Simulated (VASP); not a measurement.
# MnO (Fm-3m) in VASP: a series of runs

MnO is run at these levels: LDA+U; tasks: single point.

Program: VASP 6.6.1. These are calculated values, not measurements. Logs are shortened: lines on timing, memory, paths and dates and some standing lists are left out, and cuts for length are marked.

## Step 1: The cell of the first run

It takes space group Fm-3m (No. 225, cubic). Conventional cell: a = 4.444 Å, b = 4.444 Å, c = 4.444 Å, α = 90.00°, β = 90.00°, γ = 90.00°. Within 2.9 Å of Mn (site symmetry m-3m) lie 6 O at 2.22 Å. O (site symmetry m-3m) has 6 Mn at 2.22 Å within 2.9 Å.

## Step 2: Single point, LDA+U, collinear spin, ferromagnetic start

The input, INCAR:

```
SYSTEM = MnO
ALGO = Normal ; EDIFF = 1E-6
ENCUT = 520 ; ISIF = 2
ISMEAR = 0 ; ISPIN = 2
LASPH = .TRUE. ; LCHARG = .TRUE.
LDAU = .TRUE. ; LDAUJ = 0.7 0
LDAUL = 2 -1 ; LDAUPRINT = 1
LDAUTYPE = 1 ; LDAUU = 4 0
LELF = .TRUE. ; LMAXMIX = 4
LORBIT = 11 ; LREAL = .FALSE.
LVHAR = .TRUE. ; LWAVE = .FALSE.
MAGMOM = 5 0 ; NBANDS = 20
NELM = 150 ; PREC = Accurate
SIGMA = 0.05
```

The input, KPOINTS:

```
k-points
0
G
  7 7 7
  0 0 0
```

The input, POSCAR:

```
MnO
1.0
    0.0000000000      2.2220003300      2.2220003300
    2.2220003300      0.0000000000      2.2220003300
    2.2220003300      2.2220003300      0.0000000000
Mn O
1 1
Direct
    0.0000000000      0.0000000000      0.0000000000
    0.5000000000      0.5000000000      0.5000000000
```

Potentials or basis: VASP PAW LDA potentials, release 64 (Mn_pv, O).

Launch:

```
> cat potpaw_LDA.64/Mn_pv/POTCAR potpaw_LDA.64/O/POTCAR > POTCAR
> mpirun -np 1 vasp_std > vasp.out
```

OUTCAR:

```text
SYSTEM = MnO
   EDIFF = 1E-6
   ENCUT = 520
   ISIF = 2
   ISMEAR = 0
   ISPIN = 2
   LASPH = .TRUE.
   LORBIT = 11
   LREAL = .FALSE.
   NELM = 150
   PREC = Accurate

 ion  position               nearest neighbor table
   1  0.000  0.000  0.000-   2 2.22   2 2.22   2 2.22   2 2.22   2 2.22   2 2.22
   2  0.500  0.500  0.500-   1 2.22   1 2.22   1 2.22   1 2.22   1 2.22   1 2.22

  LATTYP: Found a face centered cubic cell.
 ALAT       =     4.4440006600

  Lattice vectors:

 A1 = (   0.0000000000,   2.2220003300,   2.2220003300)
 A2 = (   2.2220003300,   0.0000000000,   2.2220003300)
 A3 = (   2.2220003300,   2.2220003300,   0.0000000000)

Analysis of symmetry for initial positions (statically):
=====================================================================
 Subroutine PRICEL returns:
 Original cell was already a primitive cell.

 Routine SETGRP: Setting up the symmetry group for a
 face centered cubic supercell.

 Subroutine GETGRP returns: Found 48 space group operations
 (whereof 48 operations were pure point group operations)
 out of a pool of 48 trial point group operations.

The static configuration has the point symmetry O_h .

Analysis of symmetry for dynamics (positions and initial velocities):
=====================================================================
 Subroutine PRICEL returns:
 Original cell was already a primitive cell.

 Routine SETGRP: Setting up the symmetry group for a
 face centered cubic supercell.

 Subroutine GETGRP returns: Found 48 space group operations
 (whereof 48 operations were pure point group operations)
 out of a pool of 48 trial point group operations.

The dynamic configuration has the point symmetry O_h .

Analysis of structural, dynamic, and magnetic symmetry:
=====================================================================
 Subroutine PRICEL returns:
 Original cell was already a primitive cell.

 Routine SETGRP: Setting up the symmetry group for a
 face centered cubic supercell.

 Subroutine GETGRP returns: Found 48 space group operations
 (whereof 48 operations were pure point group operations)
 out of a pool of 48 trial point group operations.

The overall configuration has the point symmetry O_h .

 Subroutine INISYM returns: Found 48 space group operations
 (whereof 48 operations are pure point group operations),
 and found     1 'primitive' translations

----------------------------------------------------------------------------------------

                                     Primitive cell

  volume of cell :      21.9413

  direct lattice vectors                    reciprocal lattice vectors
     0.000000000  2.222000330  2.222000330    -0.225022469  0.225022469  0.225022469
     2.222000330  0.000000000  2.222000330     0.225022469 -0.225022469  0.225022469
     2.222000330  2.222000330  0.000000000     0.225022469  0.225022469 -0.225022469

  length of vectors
     3.142383002  3.142383002  3.142383002     0.389750349  0.389750349  0.389750349

  position of ions in fractional coordinates (direct lattice)
     0.000000000  0.000000000  0.000000000
     0.500000000  0.500000000  0.500000000

  ion indices of the primitive-cell ions
   primitive index   ion index
                 1           1
                 2           2

----------------------------------------------------------------------------------------

 KPOINTS: k-points

Automatic generation of k-mesh.
 Grid dimensions read from file:
 generate k-points for:    7    7    7

 Generating k-lattice:

  Cartesian coordinates                     Fractional coordinates (reciprocal lattice)
    -0.032146067  0.032146067  0.032146067     0.142857143  0.000000000  0.000000000
     0.032146067 -0.032146067  0.032146067     0.000000000  0.142857143  0.000000000
     0.032146067  0.032146067 -0.032146067     0.000000000  0.000000000  0.142857143

  Length of vectors
     0.055678621  0.055678621  0.055678621

  Shift w.r.t. Gamma in fractional coordinates (k-lattice)
     0.000000000  0.000000000  0.000000000

 Subroutine IBZKPT returns following result:
 ===========================================

 Found     20 irreducible k-points:

 Following reciprocal coordinates:
            Coordinates               Weight
  0.000000  0.000000  0.000000      1.000000
  0.142857  0.000000  0.000000      8.000000
  0.285714  0.000000  0.000000      8.000000
  0.428571  0.000000  0.000000      8.000000
  0.142857  0.142857  0.000000      6.000000
  0.285714  0.142857  0.000000     24.000000
[... 12 lines left out ...]
 -0.428571  0.428571  0.142857     24.000000
 -0.285714  0.428571  0.142857     24.000000
   k-points           NKPTS =     20   k-points in BZ     NKDIM =     20   number of bands    NBANDS=     20
   number of dos      NEDOS =    301   number of ions     NIONS =      2
   total plane-waves  NPLWV =  13824
   dimension x,y,z NGX =    24 NGY =   24 NGZ =   24
   dimension x,y,z NGXF=    48 NGYF=   48 NGZF=   48
   ions per type =               1   1
   NGX,Y,Z   is equivalent  to a cutoff of  12.70, 12.70, 12.70 a.u.
   NGXF,Y,Z  is equivalent  to a cutoff of  25.39, 25.39, 25.39 a.u.
 SYSTEM =  MnO
   PREC   = accura    normal or accurate (medium, high low for compatibility)
   ISTART =      0    job   : 0-new  1-cont  2-samecut
   ICHARG =      2    charge: 1-file 2-atom 10-const
   ISPIN  =      2    spin polarized calculation?
   LNONCOLLINEAR =      F non collinear calculations
   LSORBIT =      F    spin-orbit coupling
   LASPH  =      T    aspherical Exc in radial PAW
   ENCUT  =  520.0 eV  38.22 Ry    6.18 a.u.   5.84  5.84  5.84*2*pi/ulx,y,z
   NELM   =    150;   NELMIN=  2; NELMDL= -5     # of ELM steps
   EDIFF  = 0.1E-05   stopping-criterion for ELM
   LREAL  =      F    real-space projection
   EDIFFG = 0.1E-04   stopping-criterion for IOM
   NSW    =      0    number of steps for IOM
   IBRION =     -1    ionic relax: 0-MD 1-quasi-New 2-CG
   NFREE  =      0    steps in history (QN), initial steepest desc. (CG)
   ISIF   =      2    stress and relaxation
   ISYM   =      2    0-nonsym 1-usesym 2-fastsym
   POTIM  = 0.5000    time-step for ionic-motion
   TEBEG  =    0.0;   TEEND  =   0.0 temperature during run
   PSTRESS=    0.0 pullay stress
   NELECT =      19.0000    total number of electrons
   NUPDOWN=      -1.0000    fix difference up-down
   EMIN   =  10.00;   EMAX   =-10.00  energy-range for DOS
   EFERMI =   0.00;   METHOD = LEGACY
   ISMEAR =     0;   SIGMA  =   0.05  broadening in eV -4-tet -1-fermi 0-gaus
   EFERMI_NEDOS =   21; number of points for ismear=-14 and -15
   IALGO  =     38    algorithm
   IMIX   =      4    mixing-type and parameters
     AMIX     =   0.40;   BMIX     =  1.00
     AMIX_MAG =   1.60;   BMIX_MAG =  1.00
  volume/ion in A,a.u.               =      10.97        74.03
  Fermi-wavevector in a.u.,A,eV,Ry     =   1.560409  2.948746 33.128523  2.434878
  Thomas-Fermi vector in A             =   2.663626
   LORBIT       =     11    0 simple, 1 ext, 2 COOP (PROOUT), +10 PAW based schemes
 LDA+U is selected, type is set to LDAUTYPE =  1
   angular momentum for each species LDAUL =     2   -1
   U (eV)           for each species LDAUU =   4.0  0.0
   J (eV)           for each species LDAUJ =   0.7  0.0
   GGA     = CA    functional components
   LHFCALC =     F    Hartree Fock is set to
   AEXX    =    0.0000 exact exchange contribution
   IVDW    =     0    specifies the selected vdW correction
   LEPSILON=     F    determine dielectric tensor
   LRPA    =     F    only Hartree local field effects (RPA)
 spin polarized calculation
 Gauss-broadening in eV      SIGMA  =   0.05
  energy-cutoff  :      520.00
  volume of cell :       21.94
 maximum number of plane-waves:       609
   NGX = 11   NGY = 11   NGZ = 11

atom =   1  type =  1  l = 2

 onsite density matrix

spin component  1

  0.9364  0.0000 -0.0000  0.0000  0.0000
  0.0000  0.9364 -0.0000 -0.0000 -0.0000
 -0.0000 -0.0000  0.9744 -0.0000 -0.0000
  0.0000 -0.0000 -0.0000  0.9364  0.0000
  0.0000 -0.0000 -0.0000  0.0000  0.9744

spin component  2

  0.0222  0.0000 -0.0000 -0.0000 -0.0000
  0.0000  0.0222  0.0000 -0.0000 -0.0000
 -0.0000  0.0000  0.0823  0.0000 -0.0000
 -0.0000 -0.0000  0.0000  0.0222 -0.0000
 -0.0000 -0.0000 -0.0000 -0.0000  0.0823

 occupancies and eigenvectors

  o =  0.0222  v =  0.0000  0.0000  0.0000  0.0000  0.0000  0.0146  0.0117 -0.0000  0.9998  0.0000      0.0000  0.0000  0.0000  0.0000  0.0000  0.0000  0.0000  0.0000  0.0000  0.0000
  o =  0.0222  v =  0.0000  0.0000  0.0000  0.0000  0.0000  0.9999 -0.0081  0.0000 -0.0145  0.0000      0.0000  0.0000  0.0000  0.0000  0.0000  0.0000  0.0000  0.0000  0.0000  0.0000
  o =  0.0222  v =  0.0000  0.0000  0.0000  0.0000  0.0000  0.0079  0.9999 -0.0000 -0.0118  0.0000      0.0000  0.0000  0.0000  0.0000  0.0000  0.0000  0.0000  0.0000  0.0000  0.0000
  o =  0.0823  v =  0.0000  0.0000  0.0000  0.0000  0.0000 -0.0000  0.0000  0.0037 -0.0000  1.0000      0.0000  0.0000  0.0000  0.0000  0.0000  0.0000  0.0000  0.0000  0.0000  0.0000
  o =  0.0823  v =  0.0000  0.0000  0.0000  0.0000  0.0000  0.0000 -0.0000 -1.0000 -0.0000  0.0037      0.0000  0.0000  0.0000  0.0000  0.0000  0.0000  0.0000  0.0000  0.0000  0.0000
  o =  0.9364  v =  0.0000 -0.9985  0.0000  0.0551 -0.0000  0.0000  0.0000  0.0000  0.0000  0.0000      0.0000  0.0000  0.0000  0.0000  0.0000  0.0000  0.0000  0.0000  0.0000  0.0000
  o =  0.9364  v =  0.0000 -0.0551 -0.0000 -0.9985 -0.0000  0.0000  0.0000  0.0000  0.0000  0.0000      0.0000  0.0000  0.0000  0.0000  0.0000  0.0000  0.0000  0.0000  0.0000  0.0000
  o =  0.9364  v =  1.0000  0.0000  0.0000  0.0000  0.0000  0.0000  0.0000  0.0000  0.0000  0.0000      0.0000  0.0000  0.0000  0.0000  0.0000  0.0000  0.0000  0.0000  0.0000  0.0000
  o =  0.9744  v =  0.0000  0.0000 -0.0248  0.0000 -0.9997  0.0000  0.0000  0.0000  0.0000  0.0000      0.0000  0.0000  0.0000  0.0000  0.0000  0.0000  0.0000  0.0000  0.0000  0.0000
  o =  0.9744  v =  0.0000 -0.0000 -0.9997  0.0000  0.0248  0.0000  0.0000  0.0000  0.0000  0.0000      0.0000  0.0000  0.0000  0.0000  0.0000  0.0000  0.0000  0.0000  0.0000  0.0000

 number of electron      18.9999992 magnetization       5.0000074

 Free energy of the ion-electron system (eV)
  ---------------------------------------------------
  ext. energy  EPLUGINS =         0.00000000
  ---------------------------------------------------
  free energy    TOTEN  =       -16.64887459 eV

  energy without entropy =      -16.64884974  energy(sigma->0) =      -16.64886216

 E-fermi :   6.8335     XC(G=0): -12.3425

 val. band max:        6.7357385866   @ k =   0.4286   0.0000   0.0000
 cond. band min:       6.8929131022   @ k =   0.0000   0.0000   0.0000
 fundamental gap:      0.1571745156
 Fermi energy:         6.8335211364

 spin component 1

 k-point     1 :       0.0000    0.0000    0.0000
  band No.  band energies     occupation
      1     -42.5477      1.00000
      2     -42.5477      1.00000
      3     -42.5477      1.00000
      4     -12.5376      1.00000
      5       2.8432      1.00000
      6       2.8432      1.00000
[... 12 lines left out ...]
     19      26.8502      0.00000
[... 420 lines left out ...]
      3     -42.5695      1.00000
      4     -11.4631      1.00000
      5       0.3688      1.00000
      6       0.6056      1.00000
[... 12 lines left out ...]
     19      32.6884      0.00000
     20      33.6068      0.00000
 Fermi energy:         6.8335211364

 spin component 2

 k-point     1 :       0.0000    0.0000    0.0000
  band No.  band energies     occupation
      1     -38.0361      1.00000
      2     -38.0361      1.00000
      3     -38.0361      1.00000
      4     -12.0643      1.00000
      5       4.1593      1.00000
      6       4.1593      1.00000
[... 12 lines left out ...]
     19      28.7338      0.00000
[... 421 lines left out ...]
      4     -10.9385      1.00000
      5       1.6203      1.00000
      6       1.6289      1.00000
[... 12 lines left out ...]
     19      34.4987      0.00000
     20      34.7569      0.00000

------------------------ aborting loop because EDIFF is reached ----------------------------------------

  FORCE on cell =-STRESS in cart. coord.  units (eV):
  Direction    XX          YY          ZZ          XY          YZ          ZX
  --------------------------------------------------------------------------------------
  -------------------------------------------------------------------------------------
  Total       -0.7171866     -0.7171866     -0.7171866      0.0000000      0.0000000     -0.0000000
  in kB      -52.3697343    -52.3697343    -52.3697343      0.0000000      0.0000000     -0.0000000
  external PRESSURE =     -52.3697343 kB  Pullay stress =       0.0000000 kB

 VOLUME and BASIS-vectors are now :
 -----------------------------------------------------------------------------
  energy-cutoff  :      520.00
  volume of cell :       21.94
      direct lattice vectors                 reciprocal lattice vectors
     0.000000000  2.222000330  2.222000330    -0.225022469  0.225022469  0.225022469
     2.222000330  0.000000000  2.222000330     0.225022469 -0.225022469  0.225022469
     2.222000330  2.222000330  0.000000000     0.225022469  0.225022469 -0.225022469

 POSITION                                       TOTAL-FORCE (eV/Angst)
 -----------------------------------------------------------------------------------
      0.00000      0.00000      0.00000        -0.000000      0.000000     -0.000000
      2.22200      2.22200      2.22200         0.000000      0.000000      0.000000
 -----------------------------------------------------------------------------------
    total drift:                                0.000000     -0.000000     -0.000000

  FREE ENERGIE OF THE ION-ELECTRON SYSTEM (eV)
  ---------------------------------------------------
  free  energy   TOTEN  =       -16.6488745852 eV

  energy  without entropy=      -16.6488497422  energy(sigma->0) =      -16.64886216

 total charge

# of ion       s       p       d       tot
------------------------------------------
    1        0.214   6.188   4.969  11.371
    2        1.544   3.425   0.000   4.968
--------------------------------------------------
tot          1.758   9.613   4.969  16.339

 magnetization (x)

# of ion       s       p       d       tot
------------------------------------------
    1        0.028   0.021   4.515   4.564
    2        0.024   0.164   0.000   0.187
--------------------------------------------------
tot          0.052   0.185   4.515   4.752
```

It took 11 s on 1 thread of Intel Xeon 8259CL, shared host; peak memory 0.14 GiB.

Results:

```yaml
Free_energy: -16.6489 eV
Pressure: -5.2 GPa
Band_gap_on_the_k_mesh: 0.16 eV, indirect (least direct gap 2.73 eV)
Net_moment: 5.00 μB per cell
Site_moments: Mn +4.56; O +0.19 μB
Valence_electrons_inside_the_program's_atomic_spheres: Mn 11.37; O 4.97
```

Levels at points of the mesh, in eV from the valence-band top:
Spin up:
| k point | band 10 | band 11 | band 12 | band 13 | band 14 | band 15 |
| --- | --- | --- | --- | --- | --- | --- |
| (0.00, 0.00, 0.00) | -3.01 | -3.01 | -3.01 | 0.16 | 14.41 | 16.21 |
Spin down:
```
           k point  band 5  band 6  band 7  band 8  band 9  band 10
(0.00, 0.00, 0.00)   -2.58   -2.58   -2.58    1.27    2.43     2.43
```

Eigenvalues of the final occupation matrices:
| site | spin | trace | eigenvalues |
| --- | --- | --- | --- |
| site 1 d | 1 | 4.76 | 0.94 0.94 0.94 0.97 0.97 |
| site 1 d | 2 | 0.23 | 0.02 0.02 0.02 0.08 0.08 |

Caveat: a cell with one magnetic atom can't hold antiferromagnetic order, which such compounds often take.

(Part 1 of 2 ends here.)
